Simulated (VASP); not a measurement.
# C (C2/m) in VASP: further runs

The runs below take C through single point, with PBE.

Program: VASP 6.6.1. These are calculated values, not measurements. Logs are shortened: lines on timing, memory, paths and dates and some standing lists are left out, and cuts for length are marked.

## Step 1: The cell of the first run

Symmetry: C2/m, No. 12, monoclinic system. Conventional cell: a = 4.368 Å, b = 2.522 Å, c = 2.522 Å, α = 90.00°, β = 125.26°, γ = 90.00°. Within 1.8 Å of C (site symmetry m) lie 4 C at 1.32 to 1.66 Å.

## Step 2: Single point, PBE (atom 1 (C) moved by (-0.200, +0.100) A along [1 1 0] and z)

INCAR

```
SYSTEM = C
PREC = Accurate
ENCUT = 520
EDIFF = 1E-6
ISMEAR = 0
SIGMA = 0.05
LREAL = .FALSE.
LASPH = .TRUE.
NELM = 60
ALGO = Normal
ISIF = 2
LWAVE = .FALSE.
LCHARG = .FALSE.
GGA = PE
NBANDS = 11
```

KPOINTS

```
regular mesh
0
G
  12 12 12
  0 0 0
```

POSCAR

```
C
1.0
    0.0000000000      1.7834000000      1.7834000000
    1.7834000000      0.0000000000      1.7834000000
    1.7834000000      1.7834000000      0.0000000000
C
2
Direct
    0.5280363351      0.5280363351      0.3926649343
    0.7500000000      0.7500000000      0.7500000000
```

Potentials or basis: VASP PAW PBE potentials, release 64 (C).

Launch:

```bash
> cat potpaw_PBE.64/C/POTCAR > POTCAR
> mpirun -np 1 vasp_std > vasp.out
```

OUTCAR:

```text
SYSTEM = C
   PREC = Accurate
   ENCUT = 520
   EDIFF = 1E-6
   ISMEAR = 0
   LREAL = .FALSE.
   LASPH = .TRUE.
   NELM = 60
   ISIF = 2
   GGA = PE

 ion  position               nearest neighbor table
   1  0.528  0.528  0.393-   2 1.32   2 1.62   2 1.62   2 1.66
   2  0.750  0.750  0.750-   1 1.32   1 1.62   1 1.62   1 1.66

  LATTYP: Found a face centered cubic cell.
 ALAT       =     3.5668000000

  Lattice vectors:

 A1 = (   0.0000000000,   1.7834000000,   1.7834000000)
 A2 = (   1.7834000000,   0.0000000000,   1.7834000000)
 A3 = (   1.7834000000,   1.7834000000,   0.0000000000)

Analysis of symmetry for initial positions (statically):
=====================================================================
 Subroutine PRICEL returns:
 Original cell was already a primitive cell.

 Routine SETGRP: Setting up the symmetry group for a
 face centered cubic supercell.

 Subroutine GETGRP returns: Found  4 space group operations
 (whereof  2 operations were pure point group operations)
 out of a pool of 48 trial point group operations.

The static configuration has the point symmetry C_1h.
 The point group associated with its full space group is C_2h.

Analysis of symmetry for dynamics (positions and initial velocities):
=====================================================================
 Subroutine PRICEL returns:
 Original cell was already a primitive cell.

 Routine SETGRP: Setting up the symmetry group for a
 face centered cubic supercell.

 Subroutine GETGRP returns: Found  4 space group operations
 (whereof  2 operations were pure point group operations)
 out of a pool of 48 trial point group operations.

The dynamic configuration has the point symmetry C_1h.
 The point group associated with its full space group is C_2h.

 Subroutine INISYM returns: Found  4 space group operations
 (whereof  2 operations are pure point group operations),
 and found     1 'primitive' translations

----------------------------------------------------------------------------------------

                                     Primitive cell

  volume of cell :      11.3443

  direct lattice vectors                    reciprocal lattice vectors
     0.000000000  1.783400000  1.783400000    -0.280363351  0.280363351  0.280363351
     1.783400000  0.000000000  1.783400000     0.280363351 -0.280363351  0.280363351
     1.783400000  1.783400000  0.000000000     0.280363351  0.280363351 -0.280363351

  length of vectors
     2.522108467  2.522108467  2.522108467     0.485603568  0.485603568  0.485603568

  position of ions in fractional coordinates (direct lattice)
     0.528036335  0.528036335  0.392664934
     0.750000000  0.750000000  0.750000000

  ion indices of the primitive-cell ions
   primitive index   ion index
                 1           1
                 2           2

----------------------------------------------------------------------------------------

 KPOINTS: regular mesh

Automatic generation of k-mesh.
 Grid dimensions read from file:
 generate k-points for:   12   12   12

 Generating k-lattice:

  Cartesian coordinates                     Fractional coordinates (reciprocal lattice)
    -0.023363613  0.023363613  0.023363613     0.083333333  0.000000000  0.000000000
     0.023363613 -0.023363613  0.023363613     0.000000000  0.083333333  0.000000000
     0.023363613  0.023363613 -0.023363613     0.000000000  0.000000000  0.083333333

  Length of vectors
     0.040466964  0.040466964  0.040466964

  Shift w.r.t. Gamma in fractional coordinates (k-lattice)
     0.000000000  0.000000000  0.000000000

 Subroutine IBZKPT returns following result:
 ===========================================

 Found    476 irreducible k-points:

 Following reciprocal coordinates:
            Coordinates               Weight
  0.000000  0.000000  0.000000      1.000000
  0.083333  0.000000  0.000000      4.000000
  0.000000  0.000000  0.083333      2.000000
  0.083333  0.083333  0.083333      2.000000
  0.166667  0.000000  0.000000      4.000000
  0.000000  0.000000  0.166667      2.000000
[... 16 lines left out ...]
  0.000000  0.166667  0.083333      4.000000
  0.083333  0.000000  0.166667      4.000000
 [... further k-points ...]
   k-points           NKPTS =    476   k-points in BZ     NKDIM =    476   number of bands    NBANDS=     11
   number of dos      NEDOS =    301   number of ions     NIONS =      2
   total plane-waves  NPLWV =   8000
   dimension x,y,z NGX =    20 NGY =   20 NGZ =   20
   dimension x,y,z NGXF=    40 NGYF=   40 NGZF=   40
   ions per type =               2
   NGX,Y,Z   is equivalent  to a cutoff of  13.18, 13.18, 13.18 a.u.
   NGXF,Y,Z  is equivalent  to a cutoff of  26.37, 26.37, 26.37 a.u.
 SYSTEM =  C
   PREC   = accura    normal or accurate (medium, high low for compatibility)
   ISTART =      0    job   : 0-new  1-cont  2-samecut
   ICHARG =      2    charge: 1-file 2-atom 10-const
   ISPIN  =      1    spin polarized calculation?
   LNONCOLLINEAR =      F non collinear calculations
   LSORBIT =      F    spin-orbit coupling
   LASPH  =      T    aspherical Exc in radial PAW
   ENCUT  =  520.0 eV  38.22 Ry    6.18 a.u.   4.69  4.69  4.69*2*pi/ulx,y,z
   NELM   =     60;   NELMIN=  2; NELMDL= -5     # of ELM steps
   EDIFF  = 0.1E-05   stopping-criterion for ELM
   LREAL  =      F    real-space projection
   EDIFFG = 0.1E-04   stopping-criterion for IOM
   NSW    =      0    number of steps for IOM
   IBRION =     -1    ionic relax: 0-MD 1-quasi-New 2-CG
   NFREE  =      0    steps in history (QN), initial steepest desc. (CG)
   ISIF   =      2    stress and relaxation
   ISYM   =      2    0-nonsym 1-usesym 2-fastsym
   POTIM  = 0.5000    time-step for ionic-motion
   TEBEG  =    0.0;   TEEND  =   0.0 temperature during run
   PSTRESS=    0.0 pullay stress
   NELECT =       8.0000    total number of electrons
   NUPDOWN=      -1.0000    fix difference up-down
   EMIN   =  10.00;   EMAX   =-10.00  energy-range for DOS
   EFERMI =   0.00;   METHOD = LEGACY
   ISMEAR =     0;   SIGMA  =   0.05  broadening in eV -4-tet -1-fermi 0-gaus
   EFERMI_NEDOS =   21; number of points for ismear=-14 and -15
   IALGO  =     38    algorithm
   IMIX   =      4    mixing-type and parameters
     AMIX     =   0.40;   BMIX     =  1.00
     AMIX_MAG =   1.60;   BMIX_MAG =  1.00
  volume/ion in A,a.u.               =       5.67        38.28
  Fermi-wavevector in a.u.,A,eV,Ry     =   1.457178  2.753668 28.890189  2.123369
  Thomas-Fermi vector in A             =   2.574010
   LORBIT       =      0    0 simple, 1 ext, 2 COOP (PROOUT), +10 PAW based schemes
   GGA     = PE    functional components
   LHFCALC =     F    Hartree Fock is set to
   AEXX    =    0.0000 exact exchange contribution
   IVDW    =     0    specifies the selected vdW correction
   LEPSILON=     F    determine dielectric tensor
   LRPA    =     F    only Hartree local field effects (RPA)
 non-spin polarized calculation
 Gauss-broadening in eV      SIGMA  =   0.05
  energy-cutoff  :      520.00
  volume of cell :       11.34
 maximum number of plane-waves:       316
   NGX =  9   NGY =  9   NGZ =  9

 number of electron       7.9999999 magnetization

 Free energy of the ion-electron system (eV)
  ---------------------------------------------------
  ext. energy  EPLUGINS =         0.00000000
  ---------------------------------------------------
  free energy    TOTEN  =       -17.01889861 eV

  energy without entropy =      -17.01889861  energy(sigma->0) =      -17.01889861

 E-fermi :  12.4481     XC(G=0): -13.2518

 val. band max:       12.2792726942   @ k =   0.0000   0.0000   0.0000
 cond. band min:      12.6233840118   @ k =   0.4167   0.4167   0.0000
 fundamental gap:      0.3441113176
 Fermi energy:        12.4480829614

 k-point     1 :       0.0000    0.0000    0.0000
  band No.  band energies     occupation
      1     -11.8829      2.00000
      2       6.0089      2.00000
      3      11.5241      2.00000
      4      12.2793      2.00000
      5      12.9287      0.00000
      6      13.4104      0.00000
      7      18.8909      0.00000
      8      22.9942      0.00000
      9      28.7183      0.00000
     10      35.6794      0.00000
     11      36.2752      0.00000

 k-point     2 :       0.0833    0.0000    0.0000
  band No.  band energies     occupation
      1     -11.6931      2.00000
      2       5.7212      2.00000
      3       9.9576      2.00000
      4      11.5314      2.00000
      5      13.5386      0.00000
      6      14.4625      0.00000
      7      19.5192      0.00000
      8      23.0898      0.00000
      9      28.9923      0.00000
     10      33.9266      0.00000
     11      34.7370      0.00000

 k-point     3 :       0.0000    0.0000    0.0833
  band No.  band energies     occupation
      1     -11.6956      2.00000
      2       5.3789      2.00000
      3      10.5674      2.00000
      4      11.0110      2.00000
      5      14.3389      0.00000
      6      14.5611      0.00000
      7      18.9167      0.00000
      8      23.1981      0.00000
      9      29.0519      0.00000
     10      33.2980      0.00000
     11      33.5130      0.00000

 k-point     4 :       0.0833    0.0833    0.0833
  band No.  band energies     occupation
      1     -11.6929      2.00000
      2       5.7714      2.00000
      3      10.0992      2.00000
      4      11.1045      2.00000
      5      13.7878      0.00000
      6      14.4903      0.00000
      7      19.4259      0.00000
      8      23.0738      0.00000
      9      29.0571      0.00000
     10      34.1827      0.00000
     11      34.7532      0.00000

 k-point     5 :       0.1667    0.0000    0.0000
  band No.  band energies     occupation
      1     -11.1267      2.00000
      2       4.7519      2.00000
      3       7.7015      2.00000
      4      10.6782      2.00000
      5      14.2011      0.00000
      6      15.5300      0.00000
      7      20.8501      0.00000
      8      23.3831      0.00000
      9      29.4710      0.00000
     10      32.8873      0.00000
     11      33.3227      0.00000
[... 211 lines left out ...]
 k-point    21 :       0.0000    0.0833    0.0833
  band No.  band energies     occupation
      1     -11.6304      2.00000
      2       5.5548      2.00000
      3       9.9981      2.00000
      4      10.9365      2.00000
      5      13.3550      0.00000
      6      15.3044      0.00000
      7      19.4948      0.00000
      8      23.1054      0.00000
      9      29.0357      0.00000
     10      32.2467      0.00000
     11      36.0612      0.00000

 k-point    22 :       0.1667    0.0833    0.0000
  band No.  band energies     occupation
      1     -11.1912      2.00000
      2       4.8620      2.00000
      3       8.0244      2.00000
      4      10.5884      2.00000
      5      13.4929      0.00000
      6      16.4918      0.00000
      7      20.3710      0.00000
      8      23.2297      0.00000
      9      29.4534      0.00000
     10      31.0303      0.00000
     11      35.3141      0.00000

 k-point    23 :       0.0000    0.1667    0.0833
  band No.  band energies     occupation
      1     -11.1880      2.00000
      2       5.1019      2.00000
      3       8.5583      2.00000
      4       9.3237      2.00000
      5      14.0607      0.00000
      6      16.0595      0.00000
      7      20.7201      0.00000
      8      23.1151      0.00000
      9      29.0556      0.00000
     10      31.7544      0.00000
     11      35.5902      0.00000

 k-point    24 :       0.0833    0.0000    0.1667
  band No.  band energies     occupation
      1     -11.1944      2.00000
      2       4.3003      2.00000
      3       8.7548      2.00000
      4      10.1209      2.00000
      5      14.2986      0.00000
      6      17.0539      0.00000
      7      19.5140      0.00000
      8      23.3947      0.00000
      9      29.0064      0.00000
     10      31.1106      0.00000
     11      33.8396      0.00000

 [... further k-points ...]

------------------------ aborting loop because EDIFF is reached ----------------------------------------

  FORCE on cell =-STRESS in cart. coord.  units (eV):
  Direction    XX          YY          ZZ          XY          YZ          ZX
  --------------------------------------------------------------------------------------
  -------------------------------------------------------------------------------------
  Total        1.8086745      1.8086745      1.9981267      1.4716160     -1.3446531     -1.3446530
  in kB      255.4434167    255.4434167    282.2002063    207.8398461   -189.9085619   -189.9085601
  external PRESSURE =     264.3623466 kB  Pullay stress =       0.0000000 kB

 VOLUME and BASIS-vectors are now :
 -----------------------------------------------------------------------------
  energy-cutoff  :      520.00
  volume of cell :       11.34
      direct lattice vectors                 reciprocal lattice vectors
     0.000000000  1.783400000  1.783400000    -0.280363351  0.280363351  0.280363351
     1.783400000  0.000000000  1.783400000     0.280363351 -0.280363351  0.280363351
     1.783400000  1.783400000  0.000000000     0.280363351  0.280363351 -0.280363351

 POSITION                                       TOTAL-FORCE (eV/Angst)
 -----------------------------------------------------------------------------------
      1.64198      1.64198      1.88340         6.869564      6.869564     -6.226472
      2.67510      2.67510      2.67510        -6.869564     -6.869564      6.226472
 -----------------------------------------------------------------------------------
    total drift:                                0.000004      0.000004     -0.000007

  FREE ENERGIE OF THE ION-ELECTRON SYSTEM (eV)
  ---------------------------------------------------
  free  energy   TOTEN  =       -17.0188986091 eV

  energy  without entropy=      -17.0188986087  energy(sigma->0) =      -17.01889861
```

It used 34 s of CPU time on 1 thread of Intel Xeon 6975P-C, with other jobs on the host.

What came out:

- Free energy: -17.0189 eV
- Pressure: 26.4 GPa
- Largest force: 11.539 eV/Å
- Band gap on the k mesh: 0.34 eV, indirect (least direct gap 0.65 eV)

Forces on the atoms (eV/Å):
```
C    6.870  6.870 -6.226
C   -6.870 -6.870  6.226
```

Caveat: the cell differs from its parent crystal (atom 1 (C) moved by (-0.200, +0.100) A along [1 1 0] and z); forces of over 1 eV/Å act on the atoms, so gaps and moduli don't describe the material at rest. A k mesh can miss the band edges.

[end of part 1 of 2]
